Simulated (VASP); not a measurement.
# Ag (Im-3m) in VASP: notebook

Runs on Ag. Level: LDA. Tasks: single point, relaxation of cell and atoms.

All numbers are computed with VASP 6.6.1; they aren't measurements. Logs are shortened: lines on timing, memory, paths and dates and some standing lists are left out, and cuts for length are marked.

## (1) The cell of the first run

The structure is cubic, space group Im-3m (No. 229). Conventional cell: a = 3.204 Å, b = 3.204 Å, c = 3.204 Å, α = 90.00°, β = 90.00°, γ = 90.00°. Ag (site symmetry m-3m) has 14 Ag at 2.77 to 3.20 Å within 3.7 Å.

## (2) Single point, LDA (volume scaled by 1.02)

The input, INCAR:

```
  ALGO = Normal
  EDIFF = 1E-7
  ENCUT = 520
  GGA = CA
  ISIF = 2
  ISMEAR = -1
  LASPH = True
  LCHARG = True
  LELF = True
  LREAL = False
  LVHAR = True
  LWAVE = False
  NBANDS = 12
  NELM = 60
  PREC = Accurate
  SIGMA = 0.15
```

The input, KPOINTS:

```
k-points
0
Gamma
  20 20 20
```

The input, POSCAR:

```
Ag
1.0
   -1.6018073918      1.6018073918      1.6018073918
    1.6018073918     -1.6018073918      1.6018073918
    1.6018073918      1.6018073918     -1.6018073918
Ag
1
Direct
    0.0000000000      0.0000000000      0.0000000000
```

Potentials or basis: VASP PAW LDA potentials, release 64 (Ag).

Launch:

```bash
> cat potpaw_LDA.64/Ag/POTCAR > POTCAR
> mpirun -np 1 vasp_std > vasp.out
```

OUTCAR:

```text
EDIFF = 1E-7
   ENCUT = 520
   GGA = CA
   ISIF = 2
   ISMEAR = -1
   LASPH = True
   LREAL = False
   NELM = 60
   PREC = Accurate

 ion  position               nearest neighbor table
   1  0.000  0.000  0.000-

  LATTYP: Found a body centered cubic cell.
 ALAT       =     3.2036147836

  Lattice vectors:

 A1 = (  -1.6018073918,   1.6018073918,   1.6018073918)
 A2 = (   1.6018073918,  -1.6018073918,   1.6018073918)
 A3 = (   1.6018073918,   1.6018073918,  -1.6018073918)

Analysis of symmetry for initial positions (statically):
=====================================================================
 Subroutine PRICEL returns:
 Original cell was already a primitive cell.

 Routine SETGRP: Setting up the symmetry group for a
 body centered cubic supercell.

 Subroutine GETGRP returns: Found 48 space group operations
 (whereof 48 operations were pure point group operations)
 out of a pool of 48 trial point group operations.

The static configuration has the point symmetry O_h .

Analysis of symmetry for dynamics (positions and initial velocities):
=====================================================================
 Subroutine PRICEL returns:
 Original cell was already a primitive cell.

 Routine SETGRP: Setting up the symmetry group for a
 body centered cubic supercell.

 Subroutine GETGRP returns: Found 48 space group operations
 (whereof 48 operations were pure point group operations)
 out of a pool of 48 trial point group operations.

The dynamic configuration has the point symmetry O_h .

 Subroutine INISYM returns: Found 48 space group operations
 (whereof 48 operations are pure point group operations),
 and found     1 'primitive' translations

----------------------------------------------------------------------------------------

                                     Primitive cell

  volume of cell :      16.4396

  direct lattice vectors                    reciprocal lattice vectors
    -1.601807392  1.601807392  1.601807392     0.000000000  0.312147392  0.312147392
     1.601807392 -1.601807392  1.601807392     0.312147392  0.000000000  0.312147392
     1.601807392  1.601807392 -1.601807392     0.312147392  0.312147392  0.000000000

  length of vectors
     2.774411787  2.774411787  2.774411787     0.441443075  0.441443075  0.441443075

  position of ions in fractional coordinates (direct lattice)
     0.000000000  0.000000000  0.000000000
[... 76 lines left out ...]
   EDIFF  = 0.1E-06   stopping-criterion for ELM
   LREAL  =      F    real-space projection
   EDIFFG = 0.1E-05   stopping-criterion for IOM
   NSW    =      0    number of steps for IOM
   IBRION =     -1    ionic relax: 0-MD 1-quasi-New 2-CG
   NFREE  =      0    steps in history (QN), initial steepest desc. (CG)
   ISIF   =      2    stress and relaxation
   ISYM   =      2    0-nonsym 1-usesym 2-fastsym
   POTIM  = 0.5000    time-step for ionic-motion
   TEBEG  =    0.0;   TEEND  =   0.0 temperature during run
   PSTRESS=    0.0 pullay stress
   NELECT =      11.0000    total number of electrons
   NUPDOWN=      -1.0000    fix difference up-down
   EMIN   =  10.00;   EMAX   =-10.00  energy-range for DOS
   EFERMI =   0.00;   METHOD = LEGACY
   ISMEAR =    -1;   SIGMA  =   0.15  broadening in eV -4-tet -1-fermi 0-gaus
   EFERMI_NEDOS =   21; number of points for ismear=-14 and -15
   IALGO  =     38    algorithm
   IMIX   =      4    mixing-type and parameters
     AMIX     =   0.40;   BMIX     =  1.00
     AMIX_MAG =   1.60;   BMIX_MAG =  1.00
  volume/ion in A,a.u.               =      16.44       110.94
  Fermi-wavevector in a.u.,A,eV,Ry     =   1.431887  2.705874 27.896033  2.050301
  Thomas-Fermi vector in A             =   2.551575
   LORBIT       =      0    0 simple, 1 ext, 2 COOP (PROOUT), +10 PAW based schemes
   GGA     = CA    functional components
   LHFCALC =     F    Hartree Fock is set to
   AEXX    =    0.0000 exact exchange contribution
   IVDW    =     0    specifies the selected vdW correction
   LEPSILON=     F    determine dielectric tensor
   LRPA    =     F    only Hartree local field effects (RPA)
 non-spin polarized calculation
  energy-cutoff  :      520.00
  volume of cell :       16.44
 maximum number of plane-waves:       466
 NGX is ok and might be reduce to    24
   NGX = 11   NGY = 11   NGZ = 11

 number of electron      10.9999998 magnetization

 Free energy of the ion-electron system (eV)
  ---------------------------------------------------
  ext. energy  EPLUGINS =         0.00000000
  ---------------------------------------------------
  free energy    TOTEN  =        -3.75005505 eV

  energy without entropy =       -3.72722073  energy(sigma->0) =       -3.73863789

 E-fermi :   8.6942     XC(G=0): -12.8001

 val. band max:        8.6542997635   @ k =  -0.4000   0.4500   0.1000
 cond. band min:       8.7054415222   @ k =   0.3000   0.1500   0.0500
 fundamental gap:      0.0511417587
 Fermi energy:         8.6942178999

 k-point     1 :       0.0000    0.0000    0.0000
  band No.  band energies     occupation
      1       0.5781      2.00000
      2       3.6344      2.00000
      3       3.6344      2.00000
      4       3.6344      2.00000
      5       5.0817      2.00000
      6       5.0817      2.00000
      7      26.7660      0.00000
      8      26.7660      0.00000
      9      26.7660      0.00000
     10      33.5156      0.00000
     11      33.5321      0.00000
     12      33.5609      0.00000
[... 331 lines left out ...]
 k-point    24 :       0.2500    0.1000    0.0000
  band No.  band energies     occupation
      1       2.4120      2.00000
      2       3.1142      2.00000
      3       4.1507      2.00000
      4       4.8225      2.00000
      5       5.2075      2.00000
      6       5.8788      2.00000
      7      19.1074      0.00000
      8      22.6394      0.00000
      9      24.9144      0.00000
     10      28.6128      0.00000
     11      31.9333      0.00000
     12      32.2351      0.00000

 [... further k-points ...]
[... 5 lines left out ...]
  --------------------------------------------------------------------------------------
  -------------------------------------------------------------------------------------
  Total       -0.2446578     -0.2446578     -0.2446578     -0.0000000     -0.0000000      0.0000000
  in kB      -23.8439803    -23.8439803    -23.8439803     -0.0000000     -0.0000000      0.0000000
  external PRESSURE =     -23.8439803 kB  Pullay stress =       0.0000000 kB

 VOLUME and BASIS-vectors are now :
 -----------------------------------------------------------------------------
  energy-cutoff  :      520.00
  volume of cell :       16.44
      direct lattice vectors                 reciprocal lattice vectors
    -1.601807392  1.601807392  1.601807392     0.000000000  0.312147392  0.312147392
     1.601807392 -1.601807392  1.601807392     0.312147392  0.000000000  0.312147392
     1.601807392  1.601807392 -1.601807392     0.312147392  0.312147392  0.000000000

 POSITION                                       TOTAL-FORCE (eV/Angst)
 -----------------------------------------------------------------------------------
      0.00000      0.00000      0.00000        -0.000000      0.000000      0.000000
 -----------------------------------------------------------------------------------
    total drift:                                0.000000      0.000000     -0.000000

  FREE ENERGIE OF THE ION-ELECTRON SYSTEM (eV)
  ---------------------------------------------------
  free  energy   TOTEN  =        -3.7500550495 eV

  energy  without entropy=       -3.7272207303  energy(sigma->0) =       -3.73863789
```

OSZICAR:

```text
N       E                     dE             d eps       ncg     rms          rms(c)
DAV:   1     0.520153319310E+02    0.52015E+02   -0.54774E+03  6168   0.831E+02
DAV:   2    -0.321463155938E+01   -0.55230E+02   -0.52404E+02  7220   0.197E+02
DAV:   3    -0.407246569653E+01   -0.85783E+00   -0.85726E+00  7124   0.258E+01
DAV:   4    -0.407507543833E+01   -0.26097E-02   -0.26096E-02  6956   0.150E+00
DAV:   5    -0.407509496193E+01   -0.19524E-04   -0.19523E-04  7048   0.115E-01    0.601E+00
DAV:   6    -0.376685659341E+01    0.30824E+00   -0.12356E+00  6824   0.982E+00    0.375E+00
DAV:   7    -0.375498168138E+01    0.11875E-01   -0.87409E-03  6928   0.879E-01    0.208E+00
DAV:   8    -0.375004364446E+01    0.49380E-02   -0.93792E-04  7016   0.243E-01    0.777E-02
DAV:   9    -0.375005548997E+01   -0.11846E-04   -0.64497E-06  6816   0.183E-02    0.139E-02
DAV:  10    -0.375005507801E+01    0.41195E-06   -0.18905E-06  7060   0.107E-02    0.261E-03
DAV:  11    -0.375005504952E+01    0.28493E-07   -0.35884E-08  4360   0.141E-03
   1 F= -.37500550E+01 E0= -.37386379E+01  d E =-.228343E-01
```

It took 56 s on 1 thread of Intel Xeon 8259CL, shared host; peak memory 0.17 GiB.

What came out:

```
Free energy : -3.7501 eV
Pressure    : -2.4 GPa
```

Caveat: the cell differs from its parent crystal (volume scaled by 1.02).

## (3) Relaxation of cell and atoms, LDA

This run uses another cell than the first one, of 16.14 Å³/atom, 0.981 times its volume.

The input, INCAR:

```
PREC     = Accurate       # precision mode
ENCUT    = 600            # plane-wave cutoff, eV
EDIFF    = 1E-6           # SCF threshold, eV
ISMEAR   = 0              # smearing method
SIGMA    = 0.1            # smearing width, eV
LREAL    = False          # projectors in reciprocal space
LASPH    = True           # aspherical terms in the spheres
NELM     = 80             # most SCF steps
ALGO     = Fast           # electronic algorithm
ISIF     = 3              # what is computed and relaxed
LWAVE    = False          # write WAVECAR
LCHARG   = False          # write CHGCAR
IBRION   = 2              # ionic algorithm
NSW      = 100            # ionic steps
EDIFFG   = -0.005         # ionic threshold
```

The input, KPOINTS:

```
Automatic mesh
0
Gamma
  18 18 18
```

The input, POSCAR:

```
Ag
1.0
   -1.5918570669      1.5918570669      1.5918570669
    1.5918570669     -1.5918570669      1.5918570669
    1.5918570669      1.5918570669     -1.5918570669
Ag
1
Direct
    0.0000000000      0.0000000000      0.0000000000
```

Potentials or basis: VASP PAW LDA potentials, release 64 (Ag).

Launch:

```bash
> cat potpaw_LDA.64/Ag/POTCAR > POTCAR
> mpirun -np 1 vasp_std > vasp.out
```

OUTCAR:

```text
PREC = Accurate
   ENCUT = 600
   EDIFF = 1E-6
   ISMEAR = 0
   LREAL = False
   LASPH = True
   NELM = 80
   ISIF = 3
   IBRION = 2
   NSW = 100
   EDIFFG = -0.005

 ion  position               nearest neighbor table
   1  0.000  0.000  0.000-

  LATTYP: Found a body centered cubic cell.
 ALAT       =     3.1837141338

  Lattice vectors:

 A1 = (  -1.5918570669,   1.5918570669,   1.5918570669)
 A2 = (   1.5918570669,  -1.5918570669,   1.5918570669)
 A3 = (   1.5918570669,   1.5918570669,  -1.5918570669)

Analysis of symmetry for initial positions (statically):
=====================================================================
 Subroutine PRICEL returns:
 Original cell was already a primitive cell.

 Routine SETGRP: Setting up the symmetry group for a
[... 354 lines left out ...]
  energy without entropy =       -3.73446502  energy(sigma->0) =       -3.73597620

 E-fermi :   8.9827     XC(G=0): -12.9166

 val. band max:        8.9499126719   @ k =  -0.3889   0.4444   0.1111
 cond. band min:       9.0167601976   @ k =   0.2778   0.1667   0.0556
 fundamental gap:      0.0668475258
 Fermi energy:         8.9826530485

 k-point     1 :       0.0000    0.0000    0.0000
  band No.  band energies     occupation
      1       0.7180      2.00000
      2       3.8436      2.00000
      3       3.8436      2.00000
      4       3.8436      2.00000
      5       5.3373      2.00000
      6       5.3373      2.00000
      7      27.1169      0.00000
      8      27.1169      0.00000
      9      27.1169      0.00000
[... 265 lines left out ...]
 k-point    24 :       0.3889    0.1111    0.0000
  band No.  band energies     occupation
      1       2.4061      2.00000
      2       3.0667      2.00000
      3       5.1250      2.00000
      4       5.2645      2.00000
      5       5.9402      2.00000
      6       9.0534      0.31705
      7      14.3480      0.00000
      8      21.3232      0.00000
      9      23.4619      0.00000

 [... further k-points ...]
[... 5 lines left out ...]
  --------------------------------------------------------------------------------------
  -------------------------------------------------------------------------------------
  Total        0.0006681      0.0006681      0.0006681      0.0000000     -0.0000000      0.0000000
  in kB        0.0663981      0.0663981      0.0663981      0.0000000     -0.0000000      0.0000000
  external PRESSURE =       0.0663981 kB  Pullay stress =       0.0000000 kB
[... 16 lines left out ...]
  FREE ENERGIE OF THE ION-ELECTRON SYSTEM (eV)
  ---------------------------------------------------
  free  energy   TOTEN  =        -3.7374873850 eV

  energy  without entropy=       -3.7344650214  energy(sigma->0) =       -3.73597620

 reached required accuracy - stopping structural energy minimisation
```

It took 3 min on 1 thread of Intel Xeon 8259CL, shared host; peak memory 0.17 GiB.

What came out:

| Quantity | Value |
| --- | --- |
| Free energy | -3.7375 eV |
| Relaxed volume | 16.12 Å³/atom |
| Relaxed cell | a = 2.756 Å, b = 2.756 Å, c = 2.756 Å, α = 109.47°, β = 109.47°, γ = 109.47° |
| Space group after relaxing (to 0.05 Å) | Im-3m (No. 229) |
| Energy gained by relaxing | 0.0 meV/atom |
| Ionic steps | 20 |
| Pressure after relaxing | 0.0 GPa |

Final structure:
```cif
data_structure
_symmetry_space_group_name_H-M 'P 1'
_symmetry_Int_Tables_number 1
_cell_length_a 2.7564
_cell_length_b 2.7564
_cell_length_c 2.7564
_cell_angle_alpha 109.471
_cell_angle_beta 109.471
_cell_angle_gamma 109.471
_cell_volume 16.12
loop_
_atom_site_label
_atom_site_type_symbol
_atom_site_fract_x
_atom_site_fract_y
_atom_site_fract_z
_atom_site_occupancy
Ag1 Ag 0.00000 0.00000 0.00000 1
```

Levels at points of the mesh, in eV from the Fermi level:
```csv
k point,band 2,band 3,band 4,band 5,band 6,band 7,band 8,band 9
"(0.00, 0.00, 0.00)",-5.14,-5.14,-5.14,-3.65,-3.65,18.13,18.13,18.13
"(0.50, 0.00, 0.00)",-6.01,-3.71,-3.50,-2.51,-0.27,4.46,13.50,14.85
"(0.50, 0.50, 0.50)",-6.74,-2.79,-2.79,-2.79,6.97,6.97,6.97,13.54
```

## (4) Relaxation of cell and atoms, LDA, target pressure 18 GPa, at which the enthalpy is minimised

This run uses another cell than the first one, of 15.40 Å³/atom, 0.937 times its volume.

The input, INCAR:

```
ALGO     = Fast           # electronic algorithm
EDIFF    = 1E-7           # SCF threshold, eV
EDIFFG   = -0.001         # ionic threshold
ENCUT    = 600            # plane-wave cutoff, eV
IBRION   = 2              # ionic algorithm
ISIF     = 3              # what is computed and relaxed
ISMEAR   = -1             # smearing method
LASPH    = True           # aspherical terms in the spheres
LCHARG   = False          # write CHGCAR
LREAL    = False          # projectors in reciprocal space
LWAVE    = False          # write WAVECAR
NELM     = 80             # most SCF steps
NSW      = 80             # ionic steps
PREC     = Accurate       # precision mode
PSTRESS  = 180.0        
SIGMA    = 0.15           # smearing width, eV
```

The input, KPOINTS:

```
k-points
0
Gamma
  20 20 20
```

The input, POSCAR:

```
Ag
1.0
   -1.5672338851      1.5672338851      1.5672338851
    1.5672338851     -1.5672338851      1.5672338851
    1.5672338851      1.5672338851     -1.5672338851
Ag
1
Direct
    0.0000000000      0.0000000000      0.0000000000
```

Launch:

```bash
> cat potpaw_LDA.64/Ag/POTCAR > POTCAR
> mpirun -np 1 vasp_std > vasp.out
```

Run time: 3.5 min. Hardware: 1 thread of Intel Xeon 8259CL, shared host; peak memory 0.18 GiB.

Results (log left out):

```
Free energy                                            : -3.6738 eV
Relaxed volume                                         : 14.59 Å³/atom
Relaxed cell                                           : a = 2.666 Å, b = 2.666 Å, c = 2.666 Å, α = 109.47°, β = 109.47°, γ = 109.47°
Space group after relaxing (to 0.05 Å)                 : Im-3m (No. 229)
Energy change on relaxing (the enthalpy is what falls) : +62.1 meV/atom
Ionic steps                                            : 7
Pressure after relaxing                                : 18.0 GPa
```

Step by step:
```csv
step,energy change (eV),largest force (eV/Å),pressure (GPa),volume (Å³)
1,0.0000,0.0000,7.14,15.40
2,0.3369,0.0000,47.77,13.19
3,0.0594,0.0000,17.60,14.61
4,0.0618,0.0000,17.95,14.59
5,0.0636,0.0000,18.20,14.57
6,0.0598,0.0000,17.67,14.61
7,0.0621,0.0000,18.00,14.59
```

Final structure:
```yaml
crystal:
  lattice:
    - [-1.53920, 1.53920, 1.53920]
    - [1.53920, -1.53920, 1.53920]
    - [1.53920, 1.53920, -1.53920]
  atoms:
    - { symbol: Ag, position: [0.00000, 0.00000, 0.00000] }
```

Levels at points of the mesh, in eV from the Fermi level:
```csv
k point,band 3,band 4,band 5,band 6,band 7,band 8
"(0.00, 0.00, 0.00)",-5.63,-5.63,-3.88,-3.88,18.36,18.36
"(0.50, 0.00, 0.00)",-3.95,-3.70,-2.52,-0.58,5.11,13.75
"(0.50, 0.50, 0.50)",-2.85,-2.85,-2.85,7.23,7.23,7.23
```

Caveat: the cell is relaxed towards a set pressure, so the enthalpy falls and the energy may rise.

## (5) Relaxation of cell and atoms, LDA

This run uses another cell than the first one, of 16.11 Å³/atom, 0.980 times its volume.

The input, INCAR:

```
  PREC = Accurate
  ENCUT = 600
  EDIFF = 1E-6
  ISMEAR = -1
  SIGMA = 0.15
  LREAL = F
  LASPH = T
  NELM = 100
  ALGO = Fast
  ISIF = 3
  LWAVE = F
  LCHARG = F
  GGA = CA
  IBRION = 2
  NSW = 80
  EDIFFG = -0.001
```

The input, KPOINTS:

```
Automatic mesh
0
Gamma
  20 20 20
```

The input, POSCAR:

```
Ag
1.0
   -1.5910507831      1.5910507831      1.5910507831
    1.5910507831     -1.5910507831      1.5910507831
    1.5910507831      1.5910507831     -1.5910507831
Ag
1
Direct
    0.0000000000      0.0000000000      0.0000000000
```

Launch:

```bash
> cat potpaw_LDA.64/Ag/POTCAR > POTCAR
> mpirun -np 1 vasp_std > vasp.out
```

It took 1.8 min on 1 thread of Intel Xeon 8259CL, shared host; peak memory 0.17 GiB.

It converged, with:

```yaml
Free_energy: -3.7520 eV
Relaxed_volume: 16.13 Å³/atom
Relaxed_cell: a = 2.757 Å, b = 2.757 Å, c = 2.757 Å, α = 109.47°, β = 109.47°, γ = 109.47°
Space_group_after_relaxing_to_0.05_Å: Im-3m (No. 229)
Energy_gained_by_relaxing: 0.0 meV/atom
Ionic_steps: 5
Pressure_after_relaxing: 0.0 GPa
```

Final structure:
```xyz
1
Lattice="-1.5918 1.5918 1.5918 1.5918 -1.5918 1.5918 1.5918 1.5918 -1.5918" Properties=species:S:1:pos:R:3 pbc="T T T"
Ag    0.0000    0.0000    0.0000
```

Levels at points of the mesh, in eV from the Fermi level:
```tsv
k point	band 4	band 5	band 6	band 7	band 8	band 9
(0.00, 0.00, 0.00)	-5.14	-3.65	-3.65	18.13	18.13	18.13
(0.50, 0.00, 0.00)	-3.51	-2.52	-0.27	4.45	13.49	14.84
(0.50, 0.50, 0.50)	-2.79	-2.79	6.96	6.96	6.96	13.53
```

## (6) Overview

```tsv
task	cell	k mesh	cutoff (eV)	smearing	gap on the mesh (eV)	pressure (GPa)	relaxed volume (Å³/atom)
single point	a = 2.774 Å, angles 109.5°, 1 atom	20 × 20 × 20	520	fermi-dirac 0.15 eV	none	-2.4	-
relaxation of cell and atoms	relaxed from a = 2.757 Å, angles 109.5°, 1 atom	18 × 18 × 18	600	gaussian 0.1 eV	none	0.0	16.12
relaxation of cell and atoms	relaxed to 18 GPa from a = 2.715 Å, angles 109.5°, 1 atom	20 × 20 × 20	600	fermi-dirac 0.15 eV	none	18.0	-
relaxation of cell and atoms	relaxed from a = 2.756 Å, angles 109.5°, 1 atom	20 × 20 × 20	600	fermi-dirac 0.15 eV	none	0.0	16.13
```

Alike in all rows: level LDA; potentials or basis VASP PAW LDA potentials, release 64 (Ag); no spin polarisation.

Caveats: the cell is relaxed towards a set pressure, so the enthalpy falls and the energy may rise (some runs).

Total energies depend on the potentials used, so only differences within one code and one set of settings carry meaning.
